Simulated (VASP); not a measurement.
# SrO in VASP: further runs, part 2 of 2

VASP 6.6.1. The steps go on from the part before.

## (3) Single point, PBE (strain -0.025 along x and y, -0.025 along z)

The input, INCAR:

```
  PREC = Accurate
  ENCUT = 520
  EDIFF = 1E-6
  ISMEAR = 0
  SIGMA = 0.05
  LREAL = False
  LASPH = True
  NELM = 80
  ALGO = Normal
  ISIF = 2
  LWAVE = False
  LCHARG = False
  GGA = PE
  NBANDS = 15
```

The input, KPOINTS:

```
regular mesh
0
Gamma
  8 8 8
```

The input, POSCAR:

```
SrO
1.0
    0.0000000000      2.5055550000      2.5055550000
    2.5055550000      0.0000000000      2.5055550000
    2.5055550000      2.5055550000      0.0000000000
Sr O
1 1
Direct
    0.0000000000      0.0000000000      0.0000000000
    0.5000000000      0.5000000000      0.5000000000
```

Potentials or basis: VASP PAW PBE potentials, release 64 (Sr_sv, O).

Started as:

```bash
> cat potpaw_PBE.64/Sr_sv/POTCAR potpaw_PBE.64/O/POTCAR > POTCAR
> mpirun -np 1 vasp_std > vasp.out
```

OUTCAR:

```text
PREC = Accurate
   ENCUT = 520
   EDIFF = 1E-6
   ISMEAR = 0
   LREAL = False
   LASPH = True
   NELM = 80
   ISIF = 2
   GGA = PE

 ion  position               nearest neighbor table
   1  0.000  0.000  0.000-   2 2.51   2 2.51   2 2.51   2 2.51   2 2.51   2 2.51
   2  0.500  0.500  0.500-   1 2.51   1 2.51   1 2.51   1 2.51   1 2.51   1 2.51

  LATTYP: Found a face centered cubic cell.
 ALAT       =     5.0111100000

  Lattice vectors:

 A1 = (   0.0000000000,   2.5055550000,   2.5055550000)
 A2 = (   2.5055550000,   0.0000000000,   2.5055550000)
 A3 = (   2.5055550000,   2.5055550000,   0.0000000000)

Analysis of symmetry for initial positions (statically):
=====================================================================
 Subroutine PRICEL returns:
 Original cell was already a primitive cell.

 Routine SETGRP: Setting up the symmetry group for a
 face centered cubic supercell.

 Subroutine GETGRP returns: Found 48 space group operations
 (whereof 48 operations were pure point group operations)
 out of a pool of 48 trial point group operations.

The static configuration has the point symmetry O_h .

Analysis of symmetry for dynamics (positions and initial velocities):
=====================================================================
 Subroutine PRICEL returns:
 Original cell was already a primitive cell.

 Routine SETGRP: Setting up the symmetry group for a
 face centered cubic supercell.

 Subroutine GETGRP returns: Found 48 space group operations
 (whereof 48 operations were pure point group operations)
 out of a pool of 48 trial point group operations.

The dynamic configuration has the point symmetry O_h .

 Subroutine INISYM returns: Found 48 space group operations
 (whereof 48 operations are pure point group operations),
 and found     1 'primitive' translations

----------------------------------------------------------------------------------------

                                     Primitive cell

  volume of cell :      31.4588

  direct lattice vectors                    reciprocal lattice vectors
     0.000000000  2.505555000  2.505555000    -0.199556585  0.199556585  0.199556585
     2.505555000  0.000000000  2.505555000     0.199556585 -0.199556585  0.199556585
     2.505555000  2.505555000  0.000000000     0.199556585  0.199556585 -0.199556585

  length of vectors
     3.543389862  3.543389862  3.543389862     0.345642145  0.345642145  0.345642145

  position of ions in fractional coordinates (direct lattice)
     0.000000000  0.000000000  0.000000000
     0.500000000  0.500000000  0.500000000

  ion indices of the primitive-cell ions
   primitive index   ion index
                 1           1
                 2           2

----------------------------------------------------------------------------------------

 KPOINTS: regular mesh

Automatic generation of k-mesh.
 Grid dimensions read from file:
 generate k-points for:    8    8    8

 Generating k-lattice:

  Cartesian coordinates                     Fractional coordinates (reciprocal lattice)
    -0.024944573  0.024944573  0.024944573     0.125000000  0.000000000  0.000000000
     0.024944573 -0.024944573  0.024944573     0.000000000  0.125000000  0.000000000
     0.024944573  0.024944573 -0.024944573     0.000000000  0.000000000  0.125000000

  Length of vectors
     0.043205268  0.043205268  0.043205268

  Shift w.r.t. Gamma in fractional coordinates (k-lattice)
     0.000000000  0.000000000  0.000000000

 Subroutine IBZKPT returns following result:
 ===========================================

 Found     29 irreducible k-points:

 Following reciprocal coordinates:
            Coordinates               Weight
  0.000000  0.000000  0.000000      1.000000
  0.125000  0.000000  0.000000      8.000000
  0.250000  0.000000  0.000000      8.000000
  0.375000  0.000000  0.000000      8.000000
  0.500000  0.000000  0.000000      4.000000
  0.125000  0.125000  0.000000      6.000000
[... 16 lines left out ...]
  0.500000  0.250000  0.125000     48.000000
 -0.375000  0.250000  0.125000     24.000000
 [... further k-points ...]
   k-points           NKPTS =     29   k-points in BZ     NKDIM =     29   number of bands    NBANDS=     15
   number of dos      NEDOS =    301   number of ions     NIONS =      2
   total plane-waves  NPLWV =  21952
   dimension x,y,z NGX =    28 NGY =   28 NGZ =   28
   dimension x,y,z NGXF=    56 NGYF=   56 NGZF=   56
   ions per type =               1   1
   NGX,Y,Z   is equivalent  to a cutoff of  13.14, 13.14, 13.14 a.u.
   NGXF,Y,Z  is equivalent  to a cutoff of  26.27, 26.27, 26.27 a.u.
 SYSTEM =  unknown system
   PREC   = accura    normal or accurate (medium, high low for compatibility)
   ISTART =      0    job   : 0-new  1-cont  2-samecut
   ICHARG =      2    charge: 1-file 2-atom 10-const
   ISPIN  =      1    spin polarized calculation?
   LNONCOLLINEAR =      F non collinear calculations
   LSORBIT =      F    spin-orbit coupling
   LASPH  =      T    aspherical Exc in radial PAW
   ENCUT  =  520.0 eV  38.22 Ry    6.18 a.u.   6.59  6.59  6.59*2*pi/ulx,y,z
   NELM   =     80;   NELMIN=  2; NELMDL= -5     # of ELM steps
   EDIFF  = 0.1E-05   stopping-criterion for ELM
   LREAL  =      F    real-space projection
   EDIFFG = 0.1E-04   stopping-criterion for IOM
   NSW    =      0    number of steps for IOM
   IBRION =     -1    ionic relax: 0-MD 1-quasi-New 2-CG
   NFREE  =      0    steps in history (QN), initial steepest desc. (CG)
   ISIF   =      2    stress and relaxation
   ISYM   =      2    0-nonsym 1-usesym 2-fastsym
   POTIM  = 0.5000    time-step for ionic-motion
   TEBEG  =    0.0;   TEEND  =   0.0 temperature during run
   PSTRESS=    0.0 pullay stress
   NELECT =      16.0000    total number of electrons
   NUPDOWN=      -1.0000    fix difference up-down
   EMIN   =  10.00;   EMAX   =-10.00  energy-range for DOS
   EFERMI =   0.00;   METHOD = LEGACY
   ISMEAR =     0;   SIGMA  =   0.05  broadening in eV -4-tet -1-fermi 0-gaus
   EFERMI_NEDOS =   21; number of points for ismear=-14 and -15
   IALGO  =     38    algorithm
   IMIX   =      4    mixing-type and parameters
     AMIX     =   0.40;   BMIX     =  1.00
     AMIX_MAG =   1.60;   BMIX_MAG =  1.00
  volume/ion in A,a.u.               =      15.73       106.15
  Fermi-wavevector in a.u.,A,eV,Ry     =   1.306775  2.469447 23.234144  1.707661
  Thomas-Fermi vector in A             =   2.437555
   LORBIT       =      0    0 simple, 1 ext, 2 COOP (PROOUT), +10 PAW based schemes
   GGA     = PE    functional components
   LHFCALC =     F    Hartree Fock is set to
   AEXX    =    0.0000 exact exchange contribution
   IVDW    =     0    specifies the selected vdW correction
   LEPSILON=     F    determine dielectric tensor
   LRPA    =     F    only Hartree local field effects (RPA)
 non-spin polarized calculation
 Gauss-broadening in eV      SIGMA  =   0.05
  energy-cutoff  :      520.00
  volume of cell :       31.46
 maximum number of plane-waves:       877
 NGX is ok and might be reduce to    28
   NGX = 13   NGY = 13   NGZ = 13

 number of electron      15.9999999 magnetization

 Free energy of the ion-electron system (eV)
  ---------------------------------------------------
  ext. energy  EPLUGINS =         0.00000000
  ---------------------------------------------------
  free energy    TOTEN  =       -11.91920821 eV

  energy without entropy =      -11.91920821  energy(sigma->0) =      -11.91920821

 E-fermi :   2.2856     XC(G=0): -10.3982

 val. band max:        2.0476781189   @ k =   0.0000   0.0000   0.0000
 cond. band min:       5.2518556172   @ k =   0.5000   0.5000   0.0000
 fundamental gap:      3.2041774984
 Fermi energy:         2.2856118554

 k-point     1 :       0.0000    0.0000    0.0000
  band No.  band energies     occupation
      1     -30.0882      2.00000
      2     -13.1403      2.00000
      3     -11.6317      2.00000
      4     -11.6317      2.00000
      5     -11.6317      2.00000
      6       2.0477      2.00000
      7       2.0477      2.00000
      8       2.0477      2.00000
      9       6.6121      0.00000
     10       8.4198      0.00000
     11       8.4198      0.00000
     12       8.4198      0.00000
     13      10.7676      0.00000
     14      10.7676      0.00000
     15      15.1359      0.00000
[... 397 lines left out ...]
 k-point    24 :      -0.3750    0.2500    0.1250
  band No.  band energies     occupation
      1     -29.8645      2.00000
      2     -14.4624      2.00000
      3     -12.1265      2.00000
      4     -11.9269      2.00000
      5     -10.8082      2.00000
      6       0.3772      2.00000
      7       1.1127      2.00000
      8       1.2272      2.00000
      9       8.6969      0.00000
     10       9.0876      0.00000
     11      12.0172      0.00000
     12      12.0323      0.00000
     13      14.3650      0.00000
     14      15.7929      0.00000
     15      16.3847      0.00000

 [... further k-points ...]
[... 5 lines left out ...]
  --------------------------------------------------------------------------------------
  -------------------------------------------------------------------------------------
  Total        2.4528670      2.4528670      2.4528670      0.0000000      0.0000000      0.0000000
  in kB      124.9231038    124.9231038    124.9231038      0.0000000      0.0000000      0.0000000
  external PRESSURE =     124.9231038 kB  Pullay stress =       0.0000000 kB

 VOLUME and BASIS-vectors are now :
 -----------------------------------------------------------------------------
  energy-cutoff  :      520.00
  volume of cell :       31.46
      direct lattice vectors                 reciprocal lattice vectors
     0.000000000  2.505555000  2.505555000    -0.199556585  0.199556585  0.199556585
     2.505555000  0.000000000  2.505555000     0.199556585 -0.199556585  0.199556585
     2.505555000  2.505555000  0.000000000     0.199556585  0.199556585 -0.199556585

 POSITION                                       TOTAL-FORCE (eV/Angst)
 -----------------------------------------------------------------------------------
      0.00000      0.00000      0.00000        -0.000000      0.000000     -0.000000
      2.50556      2.50556      2.50556         0.000000     -0.000000      0.000000
 -----------------------------------------------------------------------------------
    total drift:                                0.000000      0.000000      0.000000

  FREE ENERGIE OF THE ION-ELECTRON SYSTEM (eV)
  ---------------------------------------------------
  free  energy   TOTEN  =       -11.9192082139 eV

  energy  without entropy=      -11.9192082139  energy(sigma->0) =      -11.91920821
```

OSZICAR:

```text
N       E                     dE             d eps       ncg     rms          rms(c)
DAV:   1     0.656555905269E+02    0.65656E+02   -0.86244E+03   870   0.106E+03
DAV:   2    -0.113433507971E+02   -0.76999E+02   -0.71159E+02  1172   0.223E+02
DAV:   3    -0.140991809636E+02   -0.27558E+01   -0.27450E+01  1112   0.374E+01
DAV:   4    -0.141512729173E+02   -0.52092E-01   -0.52087E-01  1070   0.533E+00
DAV:   5    -0.141530324160E+02   -0.17595E-02   -0.17595E-02  1119   0.755E-01    0.192E+01
DAV:   6    -0.120422834773E+02    0.21107E+01   -0.63891E+00   891   0.202E+01    0.225E+01
DAV:   7    -0.119279697236E+02    0.11431E+00   -0.24847E-01  1094   0.459E+00    0.132E+01
DAV:   8    -0.119168900718E+02    0.11080E-01   -0.10590E-01  1178   0.321E+00    0.725E-01
DAV:   9    -0.119185942954E+02   -0.17042E-02   -0.49931E-03  1139   0.472E-01    0.226E-01
DAV:  10    -0.119190909687E+02   -0.49667E-03   -0.48160E-04   933   0.196E-01    0.598E-02
DAV:  11    -0.119191933920E+02   -0.10242E-03   -0.97135E-05   968   0.742E-02    0.268E-02
DAV:  12    -0.119192079736E+02   -0.14582E-04   -0.22110E-05   940   0.355E-02    0.125E-02
DAV:  13    -0.119192082139E+02   -0.24033E-06   -0.81038E-07   750   0.817E-03
   1 F= -.11919208E+02 E0= -.11919208E+02  d E =-.243806E-13
```

Run time: 16 s. Hardware: 1 thread of Intel Xeon 6975P-C, shared host; peak memory 0.16 GiB.

What came out:

- Free energy: -11.9192 eV
- Pressure: 12.5 GPa
- Band gap on the k mesh: 3.20 eV, indirect (least direct gap 3.23 eV)

Levels at points of the mesh, in eV from the valence-band top:
| k point | band 5 | band 6 | band 7 | band 8 | band 9 | band 10 | band 11 | band 12 |
| --- | --- | --- | --- | --- | --- | --- | --- | --- |
| (0.00, 0.00, 0.00) | -13.68 | 0.00 | 0.00 | 0.00 | 4.56 | 6.37 | 6.37 | 6.37 |
| (0.50, 0.00, 0.00) | -12.45 | -2.32 | -1.30 | -1.30 | 6.89 | 9.10 | 9.30 | 9.30 |
| (0.50, 0.50, 0.00) | -14.15 | -0.28 | -0.03 | -0.03 | 3.20 | 8.41 | 10.69 | 11.10 |

Caveat: the cell differs from its parent crystal (strain -0.025 along x and y, -0.025 along z). A k mesh can miss the band edges.

## (4) Single point, PBE (strain +0.025 along x and y, +0.025 along z)

The input, INCAR:

```
SYSTEM = SrO
  ALGO = Normal
  EDIFF = 1E-6
  ENCUT = 520
  GGA = PE
  ISIF = 2
  ISMEAR = 0
  LASPH = .TRUE.
  LCHARG = .TRUE.
  LELF = .TRUE.
  LREAL = .FALSE.
  LVHAR = .TRUE.
  LWAVE = .FALSE.
  NBANDS = 15
  NELM = 60
  PREC = Accurate
  SIGMA = 0.05
```

The input, KPOINTS:

```
k-points
0
G
  8 8 8
  0 0 0
```

The input, POSCAR:

```
SrO
1.0
    0.0000000000      2.6340450000      2.6340450000
    2.6340450000      0.0000000000      2.6340450000
    2.6340450000      2.6340450000      0.0000000000
Sr O
1 1
Direct
    0.0000000000      0.0000000000      0.0000000000
    0.5000000000      0.5000000000      0.5000000000
```

Started as:

```bash
> cat potpaw_PBE.64/Sr_sv/POTCAR potpaw_PBE.64/O/POTCAR > POTCAR
> mpirun -np 1 vasp_std > vasp.out
```

It took 20 s on 1 thread of Intel Xeon 6975P-C, shared host; peak memory 0.16 GiB.

Results (log left out):

- Free energy: -12.0443 eV
- Pressure: -2.8 GPa
- Band gap on the k mesh: 3.29 eV, indirect (least direct gap 3.42 eV)

Levels at points of the mesh, in eV from the valence-band top:
```tsv
k point	band 6	band 7	band 8	band 9	band 10	band 11
(0.00, 0.00, 0.00)	0.00	0.00	0.00	3.49	6.04	6.04
(0.50, 0.00, 0.00)	-2.03	-1.00	-1.00	6.24	7.88	8.43
(0.50, 0.50, 0.00)	-0.54	-0.13	-0.13	3.29	7.27	9.70
```

Caveat: the cell differs from its parent crystal (strain +0.025 along x and y, +0.025 along z). A k mesh can miss the band edges.

## (5) Single point, PBE (strain +0.050 along x and y, +0.050 along z)

The input, INCAR:

```
  ALGO = Normal
  EDIFF = 1E-6
  ENCUT = 520
  GGA = PE
  ISIF = 2
  ISMEAR = 0
  LASPH = T
  LCHARG = T
  LELF = T
  LREAL = F
  LVHAR = T
  LWAVE = F
  NBANDS = 15
  NELM = 60
  PREC = Accurate
  SIGMA = 0.05
```

The input, KPOINTS:

```
k-points
0
Gamma
  8 8 8
```

The input, POSCAR:

```
SrO
1.0
    0.0000000000      2.6982900000      2.6982900000
    2.6982900000      0.0000000000      2.6982900000
    2.6982900000      2.6982900000      0.0000000000
Sr O
1 1
Direct
    0.0000000000      0.0000000000      0.0000000000
    0.5000000000      0.5000000000      0.5000000000
```

Potentials or basis: VASP PAW PBE potentials, release 64 (Sr_sv, O).

Started as:

```bash
> cat potpaw_PBE.64/Sr_sv/POTCAR potpaw_PBE.64/O/POTCAR > POTCAR
> mpirun -np 1 vasp_std > vasp.out
```

OUTCAR:

```text
EDIFF = 1E-6
   ENCUT = 520
   GGA = PE
   ISIF = 2
   ISMEAR = 0
   LASPH = T
   LREAL = F
   NELM = 60
   PREC = Accurate

 ion  position               nearest neighbor table
   1  0.000  0.000  0.000-   2 2.70   2 2.70   2 2.70   2 2.70   2 2.70   2 2.70
   2  0.500  0.500  0.500-   1 2.70   1 2.70   1 2.70   1 2.70   1 2.70   1 2.70

  LATTYP: Found a face centered cubic cell.
 ALAT       =     5.3965800000

  Lattice vectors:

 A1 = (   0.0000000000,   2.6982900000,   2.6982900000)
 A2 = (   2.6982900000,   0.0000000000,   2.6982900000)
[... 608 lines left out ...]
     10       7.1815      0.00000
     11       9.2040      0.00000
     12       9.6313      0.00000
     13      11.3461      0.00000
     14      12.5075      0.00000
     15      12.6621      0.00000

 [... further k-points ...]
[... 5 lines left out ...]
  --------------------------------------------------------------------------------------
  -------------------------------------------------------------------------------------
  Total       -1.7620981     -1.7620981     -1.7620981      0.0000000     -0.0000000      0.0000000
  in kB      -71.8529838    -71.8529838    -71.8529838      0.0000000     -0.0000000      0.0000000
  external PRESSURE =     -71.8529838 kB  Pullay stress =       0.0000000 kB

 VOLUME and BASIS-vectors are now :
 -----------------------------------------------------------------------------
  energy-cutoff  :      520.00
  volume of cell :       39.29
      direct lattice vectors                 reciprocal lattice vectors
     0.000000000  2.698290000  2.698290000    -0.185302543  0.185302543  0.185302543
     2.698290000  0.000000000  2.698290000     0.185302543 -0.185302543  0.185302543
     2.698290000  2.698290000  0.000000000     0.185302543  0.185302543 -0.185302543

 POSITION                                       TOTAL-FORCE (eV/Angst)
 -----------------------------------------------------------------------------------
      0.00000      0.00000      0.00000        -0.000000      0.000000     -0.000000
      2.69829      2.69829      2.69829         0.000000     -0.000000      0.000000
 -----------------------------------------------------------------------------------
    total drift:                                0.000000      0.000000      0.000000

  FREE ENERGIE OF THE ION-ELECTRON SYSTEM (eV)
  ---------------------------------------------------
  free  energy   TOTEN  =       -11.9577702547 eV

  energy  without entropy=      -11.9577702547  energy(sigma->0) =      -11.95777025
```

stdout:

```text
POSCAR found type information on POSCAR SrO
 POSCAR found :  2 types and       2 ions
 scaLAPACK will be used
 LDA part: xc-table for (Slater+PW92), standard interpolation
 POSCAR, INCAR and KPOINTS ok, starting setup
 FFT: planning ... GRIDC
 FFT: planning ... GRID_SOFT
 FFT: planning ... GRID
 WAVECAR not read
 entering main loop
```

Wall time 17 s (1 thread of Intel Xeon 6975P-C, shared host); peak memory 0.16 GiB.

What came out:

```yaml
Free_energy: -11.9578 eV
Pressure: -7.2 GPa
Band_gap_on_the_k_mesh: 3.03 eV, direct
```

Caveat: the cell differs from its parent crystal (strain +0.050 along x and y, +0.050 along z). A k mesh can miss the band edges.

## (6) Single point, PBE (strain -0.050 along x and y, -0.025 along z)

The input, INCAR:

```
SYSTEM = SrO
  PREC = Accurate
  ENCUT = 520
  EDIFF = 1E-7
  ISMEAR = 0
  SIGMA = 0.05
  LREAL = .FALSE.
  LASPH = .TRUE.
  NELM = 80
  ALGO = Normal
  ISIF = 2
  LWAVE = .FALSE.
  LCHARG = .TRUE.
  GGA = PE
  LELF = .TRUE.
  LVHAR = .TRUE.
  NBANDS = 15
```

The input, KPOINTS:

```
Automatic mesh
0
G
  8 8 8
  0 0 0
```

The input, POSCAR:

```
SrO
1.0
    0.0000000000      2.4413100000      2.5055550000
    2.4413100000      0.0000000000      2.5055550000
    2.4413100000      2.4413100000      0.0000000000
Sr O
1 1
Direct
    0.0000000000      0.0000000000      0.0000000000
    0.5000000000      0.5000000000      0.5000000000
```

Potentials or basis: VASP PAW PBE potentials, release 64 (Sr_sv, O).

Started as:

```bash
> cat potpaw_PBE.64/Sr_sv/POTCAR potpaw_PBE.64/O/POTCAR > POTCAR
> mpirun -np 1 vasp_std > vasp.out
```

Wall time 36 s (1 thread of Intel Xeon 6975P-C, shared host); peak memory 0.17 GiB.

It converged, with:

```yaml
Free_energy: -11.7448 eV
Pressure: 20.7 GPa
Band_gap_on_the_k_mesh: 3.02 eV, direct
```

Stress tensor (GPa, compression positive):
```
22.94  0.00  0.00
 0.00 22.94  0.00
 0.00  0.00 16.11
```

Levels at points of the mesh, in eV from the valence-band top:
| k point | band 6 | band 7 | band 8 | band 9 | band 10 | band 11 |
| --- | --- | --- | --- | --- | --- | --- |
| (0.00, 0.00, 0.00) | -0.18 | -0.05 | -0.05 | 4.86 | 6.23 | 6.46 |
| (0.50, 0.00, 0.00) | -2.52 | -1.52 | -1.52 | 7.02 | 9.44 | 9.50 |
| (0.50, 0.50, 0.00) | -0.38 | -0.03 | -0.03 | 3.12 | 8.75 | 10.97 |
| (0.50, 0.00, 0.50) | -0.18 | -0.17 | 0.00 | 3.02 | 8.74 | 10.96 |

Caveat: the cell differs from its parent crystal (strain -0.050 along x and y, -0.025 along z). A k mesh can miss the band edges.

## (7) Overview

| cell | gap on the mesh (eV) | pressure (GPa) |
| --- | --- | --- |
| a = 3.453 Å, angles 60.0°, 2 atoms | 3.05 | 25.1 |
| a = 3.543 Å, angles 60.0°, 2 atoms | 3.20 | 12.5 |
| a = 3.725 Å, angles 60.0°, 2 atoms | 3.29 | -2.8 |
| a = 3.816 Å, angles 60.0°, 2 atoms | 3.03 | -7.2 |
| a = 3.498, b = 3.498, c = 3.453 Å, angles 60.4, 60.4, 59.1°, 2 atoms | 3.02 | 20.7 |

Alike in all rows: task single point; level PBE; potentials or basis VASP PAW PBE potentials, release 64 (Sr_sv, O); no spin polarisation; k mesh 8 × 8 × 8; cutoff (eV) 520; smearing gaussian 0.05 eV.

Absolute energies hang on the potentials; compare differences alone.
